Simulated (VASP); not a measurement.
# Be3H2 (P-3m1) in VASP: a series of runs, part 2 of 2

VASP 6.6.1. Earlier steps stand in the parts before.

## 4. Relaxation of cell and atoms, PBE (atoms taken out)

File INCAR:

```
PREC = Accurate
ENCUT = 600
EDIFF = 1E-7
ISMEAR = 0
SIGMA = 0.1
LREAL = F
LASPH = T
NELM = 60
ALGO = Normal
ISIF = 3
LWAVE = F
LCHARG = F
GGA = PE
IBRION = 2
NSW = 90
EDIFFG = -0.04
```

File KPOINTS:

```
Automatic mesh
0
Gamma
  6 6 4
```

File POSCAR:

```
Be3H2
1.0
    3.2888482300      0.0000000000      0.0000000000
   -1.6444241100      2.8482261100      0.0000000000
    0.0000000000      0.0000000000      4.0280000000
Be H
3 2
Direct
    0.0000000000      0.0000000000      0.0000000000
    0.6666666700      0.3333333300      0.3333333300
    0.3333333300      0.6666666700      0.6666666700
    0.6666666700      0.3333333300      0.8333333300
    0.3333333300      0.6666666700      0.1666666700
```

Potentials or basis: VASP PAW PBE potentials, release 64 (Be, H).

Started as:

```
> cat potpaw_PBE.64/Be/POTCAR potpaw_PBE.64/H/POTCAR > POTCAR
> mpirun -np 1 vasp_std > vasp.out
```

OUTCAR:

```text
PREC = Accurate
   ENCUT = 600
   EDIFF = 1E-7
   ISMEAR = 0
   LREAL = F
   LASPH = T
   NELM = 60
   ISIF = 3
   GGA = PE
   IBRION = 2
   NSW = 90
   EDIFFG = -0.04

 ion  position               nearest neighbor table
   1  0.000  0.000  0.000-   2 2.33   3 2.33   3 2.33   2 2.33   2 2.33   3 2.33
   2  0.667  0.333  0.333-   1 2.33   1 2.33   3 2.33   3 2.33   1 2.33   3 2.33
   3  0.333  0.667  0.667-   1 2.33   1 2.33   2 2.33   1 2.33   2 2.33   2 2.33
   4  0.667  0.333  0.833-
   5  0.333  0.667  0.167-

  LATTYP: Found a hexagonal cell.
 ALAT       =     3.2888482300
 C/A-ratio  =     1.2247448706

  Lattice vectors:

 A1 = (   3.2888482300,   0.0000000000,   0.0000000000)
 A2 = (  -1.6444241100,   2.8482261100,   0.0000000000)
 A3 = (   0.0000000000,   0.0000000000,   4.0280000000)

Analysis of symmetry for initial positions (statically):
=====================================================================
 Subroutine PRICEL returns:
 Original cell was already a primitive cell.

 Routine SETGRP: Setting up the symmetry group for a
 hexagonal supercell.

 Subroutine GETGRP returns: Found 12 space group operations
 (whereof 12 operations were pure point group operations)
 out of a pool of 24 trial point group operations.

The static configuration has the point symmetry D_3d.

Analysis of symmetry for dynamics (positions and initial velocities):
=====================================================================
 Subroutine PRICEL returns:
 Original cell was already a primitive cell.

 Routine SETGRP: Setting up the symmetry group for a
 hexagonal supercell.

 Subroutine GETGRP returns: Found 12 space group operations
 (whereof 12 operations were pure point group operations)
 out of a pool of 24 trial point group operations.

The dynamic configuration has the point symmetry D_3d.

 Subroutine INISYM returns: Found 12 space group operations
 (whereof 12 operations are pure point group operations),
 and found     1 'primitive' translations

----------------------------------------------------------------------------------------

                                     Primitive cell

  volume of cell :      37.7318

  direct lattice vectors                    reciprocal lattice vectors
     3.288848230  0.000000000  0.000000000     0.304057813  0.175547860  0.000000000
    -1.644424110  2.848226110  0.000000000     0.000000000  0.351095721  0.000000000
     0.000000000  0.000000000  4.028000000     0.000000000  0.000000000  0.248262165

  length of vectors
     3.288848230  3.288848222  4.028000000     0.351095720  0.351095721  0.248262165

  position of ions in fractional coordinates (direct lattice)
     0.000000000  0.000000000  0.000000000
     0.666666670  0.333333330  0.333333330
     0.333333330  0.666666670  0.666666670
     0.666666670  0.333333330  0.833333330
     0.333333330  0.666666670  0.166666670

  ion indices of the primitive-cell ions
   primitive index   ion index
                 1           1
                 2           2
                 3           3
                 4           4
                 5           5

----------------------------------------------------------------------------------------

 KPOINTS: Automatic mesh

Automatic generation of k-mesh.
 Grid dimensions read from file:
 generate k-points for:    6    6    4

[... 59 lines left out ...]
   LASPH  =      T    aspherical Exc in radial PAW
   ENCUT  =  600.0 eV  44.10 Ry    6.64 a.u.   6.57  6.57  8.04*2*pi/ulx,y,z
   NELM   =     60;   NELMIN=  2; NELMDL= -5     # of ELM steps
   EDIFF  = 0.1E-06   stopping-criterion for ELM
   LREAL  =      F    real-space projection
   EDIFFG = -.4E-01   stopping-criterion for IOM
   NSW    =     90    number of steps for IOM
   IBRION =      2    ionic relax: 0-MD 1-quasi-New 2-CG
   NFREE  =      1    steps in history (QN), initial steepest desc. (CG)
   ISIF   =      3    stress and relaxation
   ISYM   =      2    0-nonsym 1-usesym 2-fastsym
   POTIM  = 0.5000    time-step for ionic-motion
   TEBEG  =    0.0;   TEEND  =   0.0 temperature during run
   PSTRESS=    0.0 pullay stress
   NELECT =       8.0000    total number of electrons
   NUPDOWN=      -1.0000    fix difference up-down
   EMIN   =  10.00;   EMAX   =-10.00  energy-range for DOS
   EFERMI =   0.00;   METHOD = LEGACY
   ISMEAR =     0;   SIGMA  =   0.10  broadening in eV -4-tet -1-fermi 0-gaus
   EFERMI_NEDOS =   21; number of points for ismear=-14 and -15
   IALGO  =     38    algorithm
   IMIX   =      4    mixing-type and parameters
     AMIX     =   0.40;   BMIX     =  1.00
     AMIX_MAG =   1.60;   BMIX_MAG =  1.00
  volume/ion in A,a.u.               =       7.55        50.93
  Fermi-wavevector in a.u.,A,eV,Ry     =   0.976193  1.844737 12.965703  0.952952
  Thomas-Fermi vector in A             =   2.106792
   LORBIT       =      0    0 simple, 1 ext, 2 COOP (PROOUT), +10 PAW based schemes
   GGA     = PE    functional components
   LHFCALC =     F    Hartree Fock is set to
   AEXX    =    0.0000 exact exchange contribution
   IVDW    =     0    specifies the selected vdW correction
   LEPSILON=     F    determine dielectric tensor
   LRPA    =     F    only Hartree local field effects (RPA)
 conjugate gradient relaxation of ions
 non-spin polarized calculation
 Gauss-broadening in eV      SIGMA  =   0.10
  energy-cutoff  :      600.00
  volume of cell :       37.73
 maximum number of plane-waves:      1288
 NGX is ok and might be reduce to    28
   NGX = 13   NGY = 13   NGZ = 17

--------------------------------------- Ionic step        1  -------------------------------------------

 number of electron       7.9999999 magnetization

 Free energy of the ion-electron system (eV)
  ---------------------------------------------------
  ext. energy  EPLUGINS =         0.00000000
  ---------------------------------------------------
  free energy    TOTEN  =       -13.66732707 eV

  energy without entropy =      -13.66658030  energy(sigma->0) =      -13.66695369

------------------------ aborting loop because EDIFF is reached ----------------------------------------

  FORCE on cell =-STRESS in cart. coord.  units (eV):
  Direction    XX          YY          ZZ          XY          YZ          ZX
  --------------------------------------------------------------------------------------
  -------------------------------------------------------------------------------------
  Total       -2.0730271     -2.0730271     -0.7813567     -0.0000000      0.0000000     -0.0000000
  in kB      -88.0253606    -88.0253602    -33.1781492     -0.0000002      0.0000000     -0.0000000
  external PRESSURE =     -69.7429567 kB  Pullay stress =       0.0000000 kB
[... 98 lines left out ...]
  FREE ENERGIE OF THE ION-ELECTRON SYSTEM (eV)
  ---------------------------------------------------
  free  energy   TOTEN  =       -13.7647170706 eV

  energy  without entropy=      -13.7621592610  energy(sigma->0) =      -13.76343817

 E-fermi :   4.9032     XC(G=0):  -9.9854

 val. band max:        4.8745673855   @ k =   0.3333   0.3333   0.0000
 cond. band min:       4.9769402614   @ k =   0.5000  -0.0000   0.2500
 fundamental gap:      0.1023728759
 Fermi energy:         4.9032147875

 k-point     1 :       0.0000    0.0000    0.0000
  band No.  band energies     occupation
      1      -6.8508      2.00000
      2      -5.3261      2.00000
      3      -3.8104      2.00000
      4       0.1996      2.00000
      5       6.7813      0.00000
      6      15.6049      0.00000
      7      16.0793      0.00000
      8      20.8765      0.00000
[... 243 lines left out ...]
 k-point    24 :       0.3333    0.3333    0.5000
  band No.  band energies     occupation
      1       0.6095      2.00000
      2       0.6095      2.00000
      3       4.1744      2.00000
      4       4.4266      2.00000
      5       4.8734      1.32681
      6       4.8734      1.32681
      7       9.9791      0.00000
      8       9.9791      0.00000

[... ionic steps 4 to 46 ...]

--------------------------------------- Ionic step       47  -------------------------------------------

 number of electron       8.0000000 magnetization

------------------------ aborting loop because EDIFF is reached ----------------------------------------
[... 73 lines left out ...]
--------------------------------------- Ionic step       49  -------------------------------------------

 number of electron       8.0000012 magnetization

 Free energy of the ion-electron system (eV)
  ---------------------------------------------------
  ext. energy  EPLUGINS =         0.00000000
  ---------------------------------------------------
  free energy    TOTEN  =       -16.78390171 eV

  energy without entropy =      -16.77596877  energy(sigma->0) =      -16.77993524

 E-fermi :   5.2010     XC(G=0): -10.1761

 val. band max:        5.1819309246   @ k =   0.3333   0.3333   0.5000
 cond. band min:       5.4403772958   @ k =  -0.1667   0.5000   0.2500
 fundamental gap:      0.2584463712
 Fermi energy:         5.2009528515

 k-point     1 :       0.0000    0.0000    0.0000
  band No.  band energies     occupation
      1      -6.8100      2.00000
      2      -4.8341      2.00000
      3      -3.7212      2.00000
      4       0.6423      2.00000
      5       7.1206      0.00000
      6      16.7882      0.00000
      7      16.8018      0.00000
      8      21.4677      0.00000
[... 283 lines left out ...]
  FREE ENERGIE OF THE ION-ELECTRON SYSTEM (eV)
  ---------------------------------------------------
  free  energy   TOTEN  =       -16.7839017119 eV

  energy  without entropy=      -16.7759687721  energy(sigma->0) =      -16.77993524

 reached required accuracy - stopping structural energy minimisation
```

Run time: 7.5 min. Hardware: 1 thread of Intel Xeon 8259CL, shared host; peak memory 0.17 GiB.

Results:

| Item | Value |
| --- | --- |
| Free energy | -16.7839 eV |
| Relaxed volume | 6.50 Å³/atom |
| Relaxed cell | a = 2.289 Å, b = 2.289 Å, c = 7.166 Å, α = 90.00°, β = 90.00°, γ = 120.00° |
| Space group after relaxing (to 0.1 Å) | P-3m1 (No. 164) |
| Energy gained by relaxing | 623.3 meV/atom |
| Ionic steps | 49 |
| Pressure after relaxing | 0.1 GPa |
| Largest force after relaxing | 0.009 eV/Å |
| Band gap on the k mesh | zero (bands 4 and 5 overlap by 0.41 eV) |

Forces on the atoms (eV/Å):
```
Be   0.000  0.000  0.000
Be   0.000  0.000 -0.009
Be   0.000  0.000  0.009
H    0.000  0.000 -0.007
H    0.000  0.000  0.007
```

The path:
| step | energy change (eV) | largest force (eV/Å) | pressure (GPa) | volume (Å³) |
| --- | --- | --- | --- | --- |
| 1 | 0.0000 | 0.2015 | -6.97 | 37.73 |
| 3 | -0.0974 | 0.2196 | 0.31 | 34.42 |
| 5 | -0.1080 | 0.2274 | 0.81 | 34.25 |
| 7 | -0.3154 | 0.4141 | -1.44 | 34.72 |
| 9 | -1.3954 | 0.6665 | -3.52 | 35.40 |
| 11 | -1.6118 | 0.6931 | -0.96 | 35.27 |
| 13 | -1.6329 | 0.6518 | -0.92 | 35.29 |
| 15 | -1.6544 | 0.5792 | -1.50 | 35.40 |
| 17 | -1.7156 | 0.3254 | -0.64 | 34.67 |
| 19 | -1.7661 | 0.1603 | 0.65 | 33.85 |
| 21 | -2.0054 | 0.5114 | -4.58 | 36.04 |
| 23 | -1.9682 | 1.0694 | -4.87 | 36.49 |
| 25 | -1.9786 | 1.1497 | -5.09 | 36.59 |
| 27 | -2.0332 | 1.4811 | -6.06 | 37.01 |
| 29 | -2.0443 | 1.7256 | -6.54 | 37.35 |
| 31 | -2.1729 | 1.7244 | -6.98 | 37.35 |
| 33 | -2.4551 | 2.1092 | -7.92 | 36.81 |
| 35 | -2.6087 | 1.8644 | -7.55 | 36.52 |
| 37 | -2.9321 | 0.6933 | 5.55 | 32.50 |
| 39 | -3.0613 | 0.2092 | -0.81 | 33.81 |
| 41 | -3.0953 | 0.1017 | 0.76 | 33.46 |
| 43 | -3.0972 | 0.1019 | 0.36 | 33.57 |
| 45 | -3.1021 | 0.0846 | -0.85 | 33.77 |
| 47 | -3.1140 | 0.1127 | 0.34 | 32.66 |
| 49 | -3.1166 | 0.0087 | 0.07 | 32.51 |

Final structure:
```xyz
5
Lattice="2.2888 0.0000 0.0000 -1.1444 1.9822 0.0000 0.0000 0.0000 7.1665" Properties=species:S:1:pos:R:3 pbc="T T T"
Be    0.0000    0.0000    0.0000
Be    1.1444    0.6607    1.8402
Be    0.0000    1.3215    5.3262
H     1.1444    0.6607    4.4265
H     0.0000    1.3215    2.7399
```

Caveat: the k points lie up to 0.53 Å⁻¹ apart in the final cell; the cell differs from its parent crystal (atoms taken out); a cell axis changed by over 15 % at a fixed basis, so the end point is rough.

## 5. Relaxation of cell and atoms, PBE (atoms taken out)

File INCAR:

```
SYSTEM = Be3H2
PREC = Accurate ; ENCUT = 910
EDIFF = 1E-7 ; ISMEAR = 0
SIGMA = 0.1 ; LREAL = .FALSE.
LASPH = .TRUE. ; NELM = 120
ALGO = Normal ; ISIF = 3
LWAVE = .FALSE. ; LCHARG = .FALSE.
GGA = PE ; IBRION = 2
NSW = 90 ; EDIFFG = -0.04
GGA_COMPAT = .FALSE. ; NELMIN = 4
```

File KPOINTS:

```
regular mesh
0
G
  12 12 4
  0 0 0
```

File POSCAR:

```
Be3H2
1.0
    2.2912349425      0.0000000000      0.0000000000
   -1.1456174713      1.9842676663      0.0000000000
    0.0000000000      0.0000000000      7.3343171693
Be H
3 2
Direct
    0.0000000000      0.0000000000      0.0000000000
    0.6666666667      0.3333333333      0.2523250385
    0.3333333333      0.6666666667      0.7476749615
    0.6666666667      0.3333333333      0.6252473776
    0.3333333333      0.6666666667      0.3747526224
```

Potentials or basis: VASP PAW PBE potentials, release 64 (Be, H_h).

Started as:

```
> cat potpaw_PBE.64/Be/POTCAR potpaw_PBE.64/H_h/POTCAR > POTCAR
> mpirun -np 1 vasp_std > vasp.out
```

It took 43 s on 1 thread of Intel Xeon Platinum 8259CL at 2.50GHz (Skylake/Cascade Lake), shared host; peak memory 0.2 GiB.

It converged, with:

```yaml
Free_energy: -16.9379 eV
Pressure_after_relaxing: 0.5 GPa
Largest_force_after_relaxing: 0.017 eV/Å
Band_gap_on_the_k_mesh: zero (bands 4 and 5 overlap by 0.63 eV)
```

Forces on the atoms (eV/Å):
```
Be   0.000  0.000  0.000
Be   0.000  0.000 -0.017
Be   0.000  0.000  0.017
H    0.000  0.000  0.008
H    0.000  0.000 -0.008
```

Stress tensor (GPa, compression positive):
```
0.37 0.00 0.00
0.00 0.37 0.00
0.00 0.00 0.68
```

Final structure:
```cif
data_structure
_symmetry_space_group_name_H-M 'P 1'
_symmetry_Int_Tables_number 1
_cell_length_a 2.2912
_cell_length_b 2.2912
_cell_length_c 7.3343
_cell_angle_alpha 90.000
_cell_angle_beta 90.000
_cell_angle_gamma 120.000
_cell_volume 33.34
loop_
_atom_site_label
_atom_site_type_symbol
_atom_site_fract_x
_atom_site_fract_y
_atom_site_fract_z
_atom_site_occupancy
Be1 Be 0.00000 0.00000 0.00000 1
Be2 Be 0.66667 0.33333 0.25233 1
Be3 Be 0.33333 0.66667 0.74767 1
H1 H 0.66667 0.33333 0.62525 1
H2 H 0.33333 0.66667 0.37475 1
```

Levels at points of the mesh, in eV from the Fermi level:
```tsv
k point	band 1	band 2	band 3	band 4	band 5	band 6	band 7	band 8
(0.00, 0.00, 0.00)	-11.82	-10.18	-8.80	-4.74	1.75	10.76	11.02	16.23
(0.50, 0.00, 0.00)	-6.06	-5.67	-3.00	-0.70	-0.27	2.71	4.17	5.40
(0.00, 0.00, 0.50)	-11.56	-10.94	-7.52	-5.99	4.34	5.45	16.19	16.19
(0.50, 0.00, 0.50)	-5.93	-5.83	-2.98	-1.10	0.54	2.75	3.57	4.67
```

Caveat: the cell differs from its parent crystal (atoms taken out); the relaxation stopped at its first step, so nothing moved.

## 6. Summary

```tsv
task	potentials or basis	cell	k mesh	cutoff (eV)	gap on the mesh (eV)	pressure (GPa)	largest force (eV/Å)
single point	VASP PAW PBE potentials, release 64 (Be, H)	a = 2.291, b = 2.291, c = 7.334 Å, angles 90.0, 90.0, 120.0°, 5 atoms, atomic positions A	6 × 6 × 4	520	none	0.1	-
single point	VASP PAW PBE potentials, release 64 (Be, H)	a = 3.289, b = 3.289, c = 4.028 Å, angles 90.0, 90.0, 120.0°, 5 atoms, atomic positions B	6 × 6 × 4	520	none	-7.0	0.20
relaxation of cell and atoms	VASP PAW PBE potentials, release 64 (Be, H)	relaxed from a = 3.289, b = 3.289, c = 4.028 Å, angles 90.0, 90.0, 120.0°, 5 atoms, atomic positions B	6 × 6 × 4	600	none	0.1	0.01
relaxation of cell and atoms	VASP PAW PBE potentials, release 64 (Be, H_h)	relaxed from a = 2.291, b = 2.291, c = 7.334 Å, angles 90.0, 90.0, 120.0°, 5 atoms, atomic positions A	12 × 12 × 4	910	none	0.5	0.02
```

Alike in all rows: level PBE; no spin polarisation; smearing gaussian 0.1 eV.

Caveats: some runs use coarse meshes; a cell axis changed by over 15 % at a fixed basis, so the end point is rough (at least some runs); the relaxation stopped at its first step, so nothing moved (at least some runs).

Absolute energies hang on the potentials; compare differences alone.
